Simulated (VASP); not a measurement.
The system is K2Ge.

```
K Ge
1.0
    -2.09880    2.09880    5.09151
     2.09880   -2.09880    5.09151
     2.09880    2.09880   -5.09151
K Ge
2 1
Cartesian
  0.0000 0.0000 6.7732
  0.0000 0.0000 3.4098
  0.0000 0.0000 0.0000
```

```yaml
Program: VASP 6.6.1
Task: relaxation of cell and atoms
Functional: PBE
Potentials_or_basis: VASP PAW PBE potentials, release 64 (K_sv, Ge_d)
Cutoff: 600 eV
k_mesh: 6 × 6 × 6
Occupations: gaussian, width 0.1 eV
Spin: no spin polarisation
```

At the start: pressure 4.1 GPa; volume 29.90 Å³/atom.

Question: How do energy, volume and symmetry change on relaxing?

Answer: Over 13 steps the energy falls by 114.2 meV/atom and the volume is 39.46 Å³/atom (+32.0 %); space group I4/mmm (No. 139, to 0.05 Å).

The path:
```tsv
step	energy change (eV)	largest force (eV/Å)	pressure (GPa)	volume (Å³)
1	0.0000	0.2516	4.12	89.71
2	-0.2046	0.2440	1.49	100.04
3	-0.2561	0.2636	0.31	107.90
4	-0.2597	0.2740	-0.13	111.13
5	-0.2687	0.2403	-0.13	110.96
6	-0.2894	0.1342	-0.02	110.42
7	-0.3002	0.0993	0.33	109.31
8	-0.3016	0.0363	0.23	109.60
9	-0.3122	0.0176	0.05	111.56
10	-0.3218	0.0189	-0.17	114.88
11	-0.3295	0.0713	-0.40	121.09
12	-0.3391	0.0467	-0.16	119.68
13	-0.3427	0.0202	0.08	118.39
```

Final structure:
```
K Ge
1.0
    -2.04996    2.04996    7.04303
     2.04996   -2.04996    7.04303
     2.04996    2.04996   -7.04303
K Ge
2 1
Direct
  0.63584 0.63584 0.00000
  0.36416 0.36416 0.00000
  0.00000 0.00000 0.00000
```

Caveat: the volume moved by over 15 % at a fixed basis, so the end points are rough.
